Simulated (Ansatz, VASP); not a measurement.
## Two plane-wave programs on GaGe

```xyz
2
Lattice="0.0000 2.8978 2.8978 2.8978 0.0000 2.8978 2.8978 2.8978 0.0000" Properties=species:S:1:pos:R:3 pbc="T T T"
Ge    0.0000    0.0000    0.0000
Ga    1.4489    1.4489    1.4489
```

Alike in both runs: task single point; functional LDA; k mesh 8 × 8 × 8; occupations fermi-dirac, width 0.05 eV; no spin polarisation.

|  | VASP | Ansatz |
| --- | --- | --- |
| version | VASP 6.6.1 | Ansatz 0.2.0 |
| potentials or method | VASP PAW LDA potentials, release 64 (Ge_d, Ga_d) | Ansatz PAW |
| plane-wave cutoff (eV) | 520 | 420 |
| valence electrons in the cell | 27 | 27 |

VASP gave:

```
gap on the k mesh at the Fermi level (eV) : none
pressure (GPa)                            : -4.0
```

Task: Which values does Ansatz return?

Result: gap on the k mesh at the Fermi level (eV): none; pressure (GPa): -4.1.

LDA's correlation is that of Perdew and Zunger in VASP and of Perdew and Wang (1992) in Ansatz. A gap of «none» marks a metal or a gap that the smearing closes.
